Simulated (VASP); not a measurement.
# Ru (Cmcm) in VASP: further runs

Ru is run at these levels: PBE; tasks: single point.

Program: VASP 6.6.1. These are calculated values, not measurements. Logs are shortened: lines on timing, memory, paths and dates and some standing lists are left out, and cuts for length are marked.

## Step 1: The cell of the first run

Symmetry: Cmcm, No. 63, orthorhombic system. The conventional cell has a = 2.807 Å, b = 4.511 Å, c = 4.282 Å, α = 90.00°, β = 90.00°, γ = 90.00°. Ru (site symmetry m2m) has 12 Ru at 2.62 to 2.81 Å within 3.5 Å.

## Step 2: Single point, PBE (strain +0.0375 x Voigt [1, -1, 0, 0, 0, 0])

Contents of INCAR:

```
SYSTEM = Ru
  PREC = Accurate
  ENCUT = 520
  EDIFF = 1E-6
  ISMEAR = 0
  SIGMA = 0.15
  LREAL = .False.
  LASPH = .True.
  NELM = 60
  ALGO = Fast
  ISIF = 2
  LWAVE = .False.
  LCHARG = .True.
  GGA = PE
  LELF = .True.
  LVHAR = .True.
  NBANDS = 21
```

Contents of KPOINTS:

```
regular mesh
0
Gamma
  24 24 12
  0 0 0
```

Contents of POSCAR:

```
Ru
1.0
    2.8072668093      0.0000000000      0.0000000000
   -1.4036334046      2.2554175499      0.0000000000
    0.0000000000      0.0000000000      4.2819000000
Ru
2
Direct
    0.3333333333      0.6666666667      0.2500000000
    0.6666666667      0.3333333333      0.7500000000
```

Potentials or basis: VASP PAW PBE potentials, release 64 (Ru_pv).

On the command line:

```bash
cat potpaw_PBE.64/Ru_pv/POTCAR > POTCAR
mpirun -np 1 vasp_std > vasp.out
```

OUTCAR:

```text
SYSTEM = Ru
   PREC = Accurate
   ENCUT = 520
   EDIFF = 1E-6
   ISMEAR = 0
   LREAL = .False.
   LASPH = .True.
   NELM = 60
   ISIF = 2
   GGA = PE

 ion  position               nearest neighbor table
   1  0.333  0.667  0.250-   2 2.62   2 2.62   2 2.67   2 2.67   2 2.67   2 2.67
   2  0.667  0.333  0.750-   1 2.62   1 2.62   1 2.67   1 2.67   1 2.67   1 2.67

  Warning from LATTYP: Monoclinic adjustment (A1->A3, A2->A1, A3->A2)!
  LATTYP: Found a base centered orthorhombic cell.
 ALAT       =     2.8072668093
 B/A-ratio  =     1.6068423154
 C/A-ratio  =     1.5252914279

  Lattice vectors:

 A1 = (   1.4036334046,  -2.2554175499,   0.0000000000)
 A2 = (   1.4036334047,   2.2554175499,   0.0000000000)
 A3 = (   0.0000000000,   0.0000000000,   4.2819000000)

Analysis of symmetry for initial positions (statically):
=====================================================================
 Subroutine PRICEL returns:
 Original cell was already a primitive cell.

 Routine SETGRP: Setting up the symmetry group for a
 base centered orthorhombic supercell.

 Subroutine GETGRP returns: Found  8 space group operations
 (whereof  4 operations were pure point group operations)
 out of a pool of  8 trial point group operations.

The static configuration has the point symmetry C_2h.
 The point group associated with its full space group is D_2h.

Analysis of symmetry for dynamics (positions and initial velocities):
=====================================================================
 Subroutine PRICEL returns:
 Original cell was already a primitive cell.

 Routine SETGRP: Setting up the symmetry group for a
 base centered orthorhombic supercell.

 Subroutine GETGRP returns: Found  8 space group operations
 (whereof  4 operations were pure point group operations)
 out of a pool of  8 trial point group operations.

The dynamic configuration has the point symmetry C_2h.
 The point group associated with its full space group is D_2h.

 Subroutine INISYM returns: Found  8 space group operations
 (whereof  4 operations are pure point group operations),
 and found     1 'primitive' translations

----------------------------------------------------------------------------------------

                                     Primitive cell

  volume of cell :      27.1111

  direct lattice vectors                    reciprocal lattice vectors
     2.807266809  0.000000000  0.000000000     0.356218368  0.221688441  0.000000000
    -1.403633405  2.255417550  0.000000000     0.000000000  0.443376882  0.000000000
     0.000000000  0.000000000  4.281900000     0.000000000  0.000000000  0.233541185

  length of vectors
     2.807266809  2.656519350  4.281900000     0.419567980  0.443376882  0.233541185

  position of ions in fractional coordinates (direct lattice)
     0.333333333  0.666666667  0.250000000
     0.666666667  0.333333333  0.750000000

  ion indices of the primitive-cell ions
   primitive index   ion index
                 1           1
                 2           2

----------------------------------------------------------------------------------------

 KPOINTS: regular mesh

Automatic generation of k-mesh.
 Grid dimensions read from file:
 generate k-points for:   24   24   12

 Generating k-lattice:

  Cartesian coordinates                     Fractional coordinates (reciprocal lattice)
     0.014842432  0.009237018  0.000000000     0.041666667 -0.000000000  0.000000000
     0.000000000  0.018474037  0.000000000     0.000000000  0.041666667  0.000000000
     0.000000000  0.000000000  0.019461765     0.000000000  0.000000000  0.083333333

  Length of vectors
     0.017481999  0.018474037  0.019461765

  Shift w.r.t. Gamma in fractional coordinates (k-lattice)
     0.000000000  0.000000000  0.000000000

 Subroutine IBZKPT returns following result:
 ===========================================

 Found   1099 irreducible k-points:

 Following reciprocal coordinates:
            Coordinates               Weight
  0.000000  0.000000  0.000000      1.000000
  0.041667  0.000000  0.000000      4.000000
  0.083333  0.000000  0.000000      4.000000
  0.125000  0.000000  0.000000      4.000000
  0.166667  0.000000  0.000000      4.000000
  0.208333  0.000000  0.000000      4.000000
[... 16 lines left out ...]
  0.375000  0.041667  0.000000      4.000000
  0.416667  0.041667  0.000000      4.000000
 [... further k-points ...]
   k-points           NKPTS =   1099   k-points in BZ     NKDIM =   1099   number of bands    NBANDS=     21
   number of dos      NEDOS =    301   number of ions     NIONS =      2
   total plane-waves  NPLWV =  15360
   dimension x,y,z NGX =    24 NGY =   20 NGZ =   32
   dimension x,y,z NGXF=    48 NGYF=   40 NGZF=   64
   ions per type =               2
   NGX,Y,Z   is equivalent  to a cutoff of  14.21, 12.52, 12.42 a.u.
   NGXF,Y,Z  is equivalent  to a cutoff of  28.43, 25.03, 24.85 a.u.
 SYSTEM =  Ru
   PREC   = accura    normal or accurate (medium, high low for compatibility)
   ISTART =      0    job   : 0-new  1-cont  2-samecut
   ICHARG =      2    charge: 1-file 2-atom 10-const
   ISPIN  =      1    spin polarized calculation?
   LNONCOLLINEAR =      F non collinear calculations
   LSORBIT =      F    spin-orbit coupling
   LASPH  =      T    aspherical Exc in radial PAW
   ENCUT  =  520.0 eV  38.22 Ry    6.18 a.u.   5.22  4.94  7.96*2*pi/ulx,y,z
   NELM   =     60;   NELMIN=  2; NELMDL= -5     # of ELM steps
   EDIFF  = 0.1E-05   stopping-criterion for ELM
   LREAL  =      F    real-space projection
   EDIFFG = 0.1E-04   stopping-criterion for IOM
   NSW    =      0    number of steps for IOM
   IBRION =     -1    ionic relax: 0-MD 1-quasi-New 2-CG
   NFREE  =      0    steps in history (QN), initial steepest desc. (CG)
   ISIF   =      2    stress and relaxation
   ISYM   =      2    0-nonsym 1-usesym 2-fastsym
   POTIM  = 0.5000    time-step for ionic-motion
   TEBEG  =    0.0;   TEEND  =   0.0 temperature during run
   PSTRESS=    0.0 pullay stress
   NELECT =      28.0000    total number of electrons
   NUPDOWN=      -1.0000    fix difference up-down
   EMIN   =  10.00;   EMAX   =-10.00  energy-range for DOS
   EFERMI =   0.00;   METHOD = LEGACY
   ISMEAR =     0;   SIGMA  =   0.15  broadening in eV -4-tet -1-fermi 0-gaus
   EFERMI_NEDOS =   21; number of points for ismear=-14 and -15
   IALGO  =     68    algorithm
   IMIX   =      4    mixing-type and parameters
     AMIX     =   0.40;   BMIX     =  1.00
     AMIX_MAG =   1.60;   BMIX_MAG =  1.00
  volume/ion in A,a.u.               =      13.56        91.48
  Fermi-wavevector in a.u.,A,eV,Ry     =   1.654799  3.127116 37.257624  2.738358
  Thomas-Fermi vector in A             =   2.743004
   LORBIT       =      0    0 simple, 1 ext, 2 COOP (PROOUT), +10 PAW based schemes
   GGA     = PE    functional components
   LHFCALC =     F    Hartree Fock is set to
   AEXX    =    0.0000 exact exchange contribution
   IVDW    =     0    specifies the selected vdW correction
   LEPSILON=     F    determine dielectric tensor
   LRPA    =     F    only Hartree local field effects (RPA)
 non-spin polarized calculation
 RMM-DIIS sequential band-by-band and
 Gauss-broadening in eV      SIGMA  =   0.15
  energy-cutoff  :      520.00
  volume of cell :       27.11
 maximum number of plane-waves:       754
 NGX is ok and might be reduce to    24
   NGX = 11   NGY =  9   NGZ = 15

 number of electron      28.0000002 magnetization

 Free energy of the ion-electron system (eV)
  ---------------------------------------------------
  ext. energy  EPLUGINS =         0.00000000
  ---------------------------------------------------
  free energy    TOTEN  =       -18.37564196 eV

  energy without entropy =      -18.35640709  energy(sigma->0) =      -18.36602453

 E-fermi :  12.8906     XC(G=0): -14.1265

 val. band max:       12.8890468082   @ k =   0.0000   0.0417   0.3333
 cond. band min:      12.8908627754   @ k =   0.2083   0.0833   0.1667
 fundamental gap:      0.0018159673
 Fermi energy:        12.8906379028

 k-point     1 :       0.0000    0.0000    0.0000
  band No.  band energies     occupation
      1     -30.7811      2.00000
      2     -29.8706      2.00000
      3     -29.8051      2.00000
      4     -29.7045      2.00000
      5     -29.6317      2.00000
      6     -29.6315      2.00000
[... 13 lines left out ...]
     20      23.3002      0.00000
     21      23.3287      0.00000

 k-point     2 :       0.0417    0.0000    0.0000
  band No.  band energies     occupation
      1     -30.7754      2.00000
      2     -29.8793      2.00000
      3     -29.8128      2.00000
      4     -29.7128      2.00000
      5     -29.6373      2.00000
      6     -29.6342      2.00000
[... 13 lines left out ...]
     20      23.2998      0.00000
     21      23.3264      0.00000

 k-point     3 :       0.0833    0.0000    0.0000
  band No.  band energies     occupation
      1     -30.7585      2.00000
      2     -29.9085      2.00000
      3     -29.8309      2.00000
      4     -29.7425      2.00000
      5     -29.6493      2.00000
      6     -29.6422      2.00000
[... 13 lines left out ...]
     20      23.2998      0.00000
     21      23.3216      0.00000

 k-point     4 :       0.1250    0.0000    0.0000
  band No.  band energies     occupation
      1     -30.7311      2.00000
      2     -29.9618      2.00000
      3     -29.8519      2.00000
      4     -29.7975      2.00000
      5     -29.6608      2.00000
      6     -29.6555      2.00000
[... 13 lines left out ...]
     20      23.2998      0.00000
     21      23.3161      0.00000

 k-point     5 :       0.1667    0.0000    0.0000
  band No.  band energies     occupation
      1     -30.6940      2.00000
      2     -30.0358      2.00000
      3     -29.8761      2.00000
      4     -29.8708      2.00000
      5     -29.6742      2.00000
      6     -29.6717      2.00000
[... 13 lines left out ...]
     20      23.2998      0.00000
     21      23.3115      0.00000
[... 382 lines left out ...]
     20      23.3014      0.00000
     21      24.5532      0.00000

 k-point    22 :       0.3333    0.0417    0.0000
  band No.  band energies     occupation
      1     -30.4501      2.00000
      2     -30.4471      2.00000
      3     -30.2983      2.00000
      4     -29.9665      2.00000
      5     -29.8176      2.00000
      6     -29.7300      2.00000
[... 13 lines left out ...]
     20      23.2921      0.00000
     21      23.5891      0.00000

 k-point    23 :       0.3750    0.0417    0.0000
  band No.  band energies     occupation
      1     -30.5139      2.00000
      2     -30.3954      2.00000
      3     -30.3565      2.00000
      4     -29.9843      2.00000
      5     -29.8535      2.00000
      6     -29.7391      2.00000
[... 13 lines left out ...]
     20      23.4181      0.00000
     21      23.6015      0.00000

 k-point    24 :       0.4167    0.0417    0.0000
  band No.  band energies     occupation
      1     -30.5575      2.00000
      2     -30.3946      2.00000
      3     -30.3546      2.00000
      4     -29.9979      2.00000
      5     -29.8835      2.00000
      6     -29.7460      2.00000
[... 13 lines left out ...]
     20      23.5566      0.00000
     21      24.2879      0.00000

 [... further k-points ...]
[... 5 lines left out ...]
  --------------------------------------------------------------------------------------
  -------------------------------------------------------------------------------------
  Total       -1.2062614      3.6950130      0.6607187      0.0000000      0.0000000      0.0000000
  in kB      -71.2860960    218.3631656     39.0463097      0.0000000      0.0000000      0.0000000
  external PRESSURE =      62.0411264 kB  Pullay stress =       0.0000000 kB

 VOLUME and BASIS-vectors are now :
 -----------------------------------------------------------------------------
  energy-cutoff  :      520.00
  volume of cell :       27.11
      direct lattice vectors                 reciprocal lattice vectors
     2.807266809  0.000000000  0.000000000     0.356218368  0.221688441  0.000000000
    -1.403633405  2.255417550  0.000000000     0.000000000  0.443376882  0.000000000
     0.000000000  0.000000000  4.281900000     0.000000000  0.000000000  0.233541185

 POSITION                                       TOTAL-FORCE (eV/Angst)
 -----------------------------------------------------------------------------------
     -0.00000      1.50361      1.07048        -0.000000     -0.220495     -0.000000
      1.40363      0.75181      3.21143         0.000000      0.220495      0.000000
 -----------------------------------------------------------------------------------
    total drift:                               -0.000000      0.000000     -0.000000

  FREE ENERGIE OF THE ION-ELECTRON SYSTEM (eV)
  ---------------------------------------------------
  free  energy   TOTEN  =       -18.3756419625 eV

  energy  without entropy=      -18.3564070901  energy(sigma->0) =      -18.36602453
```

It took 2.8 min on 1 thread of Intel Xeon 6975P-C (Granite Rapids), shared host; peak memory 0.55 GiB.

What came out:

* Free energy: -18.3756 eV
* Pressure: 6.2 GPa
* Largest force: 0.220 eV/Å
* Band gap on the k mesh: zero (bands 14 and 15 overlap by 3.39 eV)

Forces on the atoms (eV/Å):
```
Ru   0.000 -0.220  0.000
Ru   0.000  0.220  0.000
```

Caveat: the cell differs from its parent crystal (strain +0.0375 x Voigt [1, -1, 0, 0, 0, 0]); the cell stands under pressure.

## Step 3: Single point, PBE (strain -0.0375 x Voigt [1, -1, 0, 0, 0, 0])

Contents of INCAR:

```
SYSTEM = Ru
PREC = Accurate
ENCUT = 520
EDIFF = 1E-6
ISMEAR = 0
SIGMA = 0.15
LREAL = .False.
LASPH = .True.
NELM = 100
ALGO = Fast
ISIF = 2
LWAVE = .False.
LCHARG = .False.
GGA = PE
NBANDS = 21
```

KPOINTS is that of step 2.

Contents of POSCAR:

```
Ru
1.0
    2.6043318592      0.0000000000      0.0000000000
   -1.3021659296      2.4311643720      0.0000000000
    0.0000000000      0.0000000000      4.2819000000
Ru
2
Direct
    0.3333333333      0.6666666667      0.2500000000
    0.6666666667      0.3333333333      0.7500000000
```

Potentials or basis: VASP PAW PBE potentials, release 64 (Ru_pv).

On the command line:

```bash
cat potpaw_PBE.64/Ru_pv/POTCAR > POTCAR
mpirun -np 1 vasp_std > vasp.out
```

OUTCAR:

```text
SYSTEM = Ru
   PREC = Accurate
   ENCUT = 520
   EDIFF = 1E-6
   ISMEAR = 0
   LREAL = .False.
   LASPH = .True.
   NELM = 100
   ISIF = 2
   GGA = PE

 ion  position               nearest neighbor table
   1  0.333  0.667  0.250-   2 2.63   2 2.63   2 2.63   2 2.63   2 2.69   2 2.69
   2  0.667  0.333  0.750-   1 2.63   1 2.63   1 2.63   1 2.63   1 2.69   1 2.69

  LATTYP: Found a base centered orthorhombic cell.
 ALAT       =     2.6043318592
 B/A-ratio  =     1.8670158055
 C/A-ratio  =     1.6441453054

  Lattice vectors:

 A1 = (   1.3021659296,  -2.4311643720,   0.0000000000)
 A2 = (   1.3021659296,   2.4311643720,   0.0000000000)
 A3 = (   0.0000000000,   0.0000000000,   4.2819000000)

Analysis of symmetry for initial positions (statically):
=====================================================================
 Subroutine PRICEL returns:
 Original cell was already a primitive cell.

 Routine SETGRP: Setting up the symmetry group for a
 base centered orthorhombic supercell.

 Subroutine GETGRP returns: Found  8 space group operations
 (whereof  4 operations were pure point group operations)
 out of a pool of  8 trial point group operations.

The static configuration has the point symmetry C_2h.
[... 157 lines left out ...]
  ---------------------------------------------------
  ext. energy  EPLUGINS =         0.00000000
  ---------------------------------------------------
  free energy    TOTEN  =       -18.36645041 eV

  energy without entropy =      -18.34614593  energy(sigma->0) =      -18.35629817

 E-fermi :  12.8883     XC(G=0): -14.1261

 val. band max:       12.8868415573   @ k =   0.2917   0.0833   0.0833
 cond. band min:      12.8903801726   @ k =   0.0833   0.2917   0.0833
 fundamental gap:      0.0035386153
 Fermi energy:        12.8883167052

 k-point     1 :       0.0000    0.0000    0.0000
  band No.  band energies     occupation
      1     -30.7820      2.00000
      2     -29.8878      2.00000
      3     -29.7876      2.00000
      4     -29.7190      2.00000
      5     -29.6329      2.00000
      6     -29.6166      2.00000
[... 565 lines left out ...]
     20      24.6049      0.00000
     21      25.4055      0.00000

 [... further k-points ...]
[... 5 lines left out ...]
  --------------------------------------------------------------------------------------
  -------------------------------------------------------------------------------------
  Total        4.0802011     -1.5186826      0.6763235      0.0000000     -0.0000000      0.0000000
  in kB      241.1265205    -89.7491689     39.9685023      0.0000000     -0.0000000      0.0000000
  external PRESSURE =      63.7819513 kB  Pullay stress =       0.0000000 kB

 VOLUME and BASIS-vectors are now :
 -----------------------------------------------------------------------------
  energy-cutoff  :      520.00
  volume of cell :       27.11
      direct lattice vectors                 reciprocal lattice vectors
     2.604331859  0.000000000  0.000000000     0.383975643  0.205662770  0.000000000
    -1.302165930  2.431164372  0.000000000     0.000000000  0.411325541  0.000000000
     0.000000000  0.000000000  4.281900000     0.000000000  0.000000000  0.233541185

 POSITION                                       TOTAL-FORCE (eV/Angst)
 -----------------------------------------------------------------------------------
     -0.00000      1.62078      1.07048         0.000000      0.188645      0.000000
      1.30217      0.81039      3.21143         0.000000     -0.188645     -0.000000
 -----------------------------------------------------------------------------------
    total drift:                               -0.000000      0.000000     -0.000000

  FREE ENERGIE OF THE ION-ELECTRON SYSTEM (eV)
  ---------------------------------------------------
  free  energy   TOTEN  =       -18.3664504117 eV

  energy  without entropy=      -18.3461459336  energy(sigma->0) =      -18.35629817
```

stdout:

```text
POSCAR found type information on POSCAR Ru
 POSCAR found :  1 types and       2 ions
 scaLAPACK will be used
 LDA part: xc-table for (Slater+PW92), standard interpolation
 POSCAR, INCAR and KPOINTS ok, starting setup
 FFT: planning ... GRIDC
 FFT: planning ... GRID_SOFT
 FFT: planning ... GRID
 WAVECAR not read
 entering main loop
WARNING in EDDRMM: call to ZHEGV failed, returncode =   8  4     20
WARNING in EDDRMM: call to ZHEGV failed, returncode =   6  3     19
WARNING in EDDRMM: call to ZHEGV failed, returncode =   8  4     19
```

It took 3.5 min on 1 thread of Intel Xeon 6975P-C (Granite Rapids), shared host; peak memory 0.54 GiB.

Results:

* Free energy: -18.3665 eV
* Pressure: 6.4 GPa
* Largest force: 0.189 eV/Å
* Band gap on the k mesh: zero (bands 14 and 15 overlap by 3.05 eV)

Forces on the atoms (eV/Å):
```
Ru   0.000  0.189  0.000
Ru   0.000 -0.189  0.000
```

Stress tensor (GPa, compression positive):
```
24.11  0.00  0.00
 0.00 -8.97  0.00
 0.00  0.00  4.00
```

Levels at points of the mesh, in eV from the Fermi level:
```tsv
k point	band 10	band 11	band 12	band 13	band 14	band 15	band 16	band 17	band 18	band 19
(0.00, 0.00, 0.00)	-2.65	-2.36	-1.91	-1.59	-1.31	-1.20	0.98	1.27	1.36	10.28
(0.50, 0.00, 0.00)	-3.34	-2.00	-1.65	-1.31	1.42	1.82	1.82	4.32	6.47	11.41
(0.00, 0.50, 0.00)	-2.51	-2.18	-2.10	-2.02	1.28	1.71	2.04	3.68	5.60	10.39
(0.00, 0.00, 0.50)	-3.38	-2.76	-2.76	-2.17	-2.17	0.34	0.34	0.76	0.76	10.41
(0.50, 0.00, 0.50)	-4.52	-1.25	-1.25	0.47	0.47	1.70	1.70	3.64	3.64	10.41
(0.00, 0.50, 0.50)	-4.67	-0.69	-0.69	0.26	0.26	1.57	1.57	3.02	3.02	9.86
```

Caveat: the cell differs from its parent crystal (strain -0.0375 x Voigt [1, -1, 0, 0, 0, 0]); the cell stands under pressure.

(Part 1 of 2 ends here.)
